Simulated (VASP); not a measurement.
Set up this calculation in VASP 6.6.1, as the native input.

| Item | Value |
| --- | --- |
| Task | single point |
| Functional | r2SCAN |
| Potentials or basis | VASP PAW PBE potentials, release 64 (Ba_sv, Ti_sv, O) |
| Cutoff | 520 eV |
| k mesh | 6 × 6 × 6 |
| Occupations | gaussian, width 0.01 eV |
| Spin | non-collinear spin, zero start, spin-orbit coupling |
| Starting moments | [[0.0, 0.0, 0.0], [0.0, 0.0, 0.0], [0.0, 0.0, 0.0], [0.0, 0.0, 0.0], [0.0, 0.0, 0.0]] μB |
| Dipole correction | no |
| Further INCAR settings | ALGO = Normal; EDIFF = 1e-06; NBANDS = 55 |

The system is BaTiO3.

```
CELL_PARAMETERS angstrom
3.99410 0.00000 0.00000
0.00000 3.99410 0.00000
0.00000 0.00000 3.99410
ATOMIC_POSITIONS crystal
Ba 0.00000 0.00000 0.00000
Ti 0.50000 0.50000 0.50000
O 0.50000 0.50000 0.00000
O 0.50000 0.00000 0.50000
O 0.00000 0.50000 0.50000
```

These files were run (other wordings do the same):

POSCAR

```
BaTiO3
1.0
    3.9940965204      0.0000000000      0.0000000000
    0.0000000000      3.9940965204      0.0000000000
    0.0000000000      0.0000000000      3.9940965204
Ba Ti O
1 1 3
Direct
    0.0000000000      0.0000000000      0.0000000000
    0.5000000000      0.5000000000      0.5000000000
    0.5000000000      0.5000000000      0.0000000000
    0.5000000000      0.0000000000      0.5000000000
    0.0000000000      0.5000000000      0.5000000000
```

INCAR.step1

```
SYSTEM = BaTiO3
ALGO = Normal
EDIFF = 1E-4
ENCUT = 520
GGA = PE
GGA_COMPAT = .FALSE.
ISMEAR = 0
LASPH = .TRUE.
LCHARG = .FALSE.
LMAXMIX = 4
LNONCOLLINEAR = .TRUE.
LREAL = .FALSE.
LSORBIT = .TRUE.
LWAVE = .TRUE.
MAGMOM = 0 0 0 0 0 0 0 0 0 0 0 0 0 0 0
NBANDS = 55
NELM = 150
PREC = Accurate
SIGMA = 0.01
```

INCAR.step2

```
SYSTEM = BaTiO3
ALGO = Normal
EDIFF = 1E-6
ENCUT = 520
GGA_COMPAT = .FALSE.
ISIF = 2
ISMEAR = 0
ISTART = 1
LASPH = .TRUE.
LCHARG = .FALSE.
LMAXMIX = 4
LMIXTAU = .TRUE.
LNONCOLLINEAR = .TRUE.
LORBIT = 11
LORBMOM = .TRUE.
LREAL = .FALSE.
LSORBIT = .TRUE.
LWAVE = .FALSE.
MAGMOM = 0 0 0 0 0 0 0 0 0 0 0 0 0 0 0
METAGGA = R2SCAN
NBANDS = 55
NELM = 150
PREC = Accurate
SIGMA = 0.01
```

KPOINTS

```
k-points
0
G
  6 6 6
  0 0 0
```

Potentials or basis: VASP PAW PBE potentials, release 64 (Ba_sv, Ti_sv, O).

Launch:

```console
$ cat potpaw_PBE.64/Ba_sv/POTCAR potpaw_PBE.64/Ti_sv/POTCAR potpaw_PBE.64/O/POTCAR > POTCAR
$ cp INCAR.step1 INCAR
$ mpirun -np 1 vasp_ncl > vasp.out
$ cp INCAR.step2 INCAR
$ mpirun -np 1 vasp_ncl > vasp.out
```

Results of the run:

```json
{"Pressure": "2.0 GPa", "Net moment": "0.00 μB per cell", "Valence electrons inside the program's atomic spheres": "Ba 8.00; Ti 10.11; O 5.07"}
```

Caveat: the PAW data sets were made with another functional, which shifts forces and pressure a little.

It took 16 min on 1 thread of Oxide Virtual Turin-like Processor, on a shared host, peak memory 0.36 GiB.
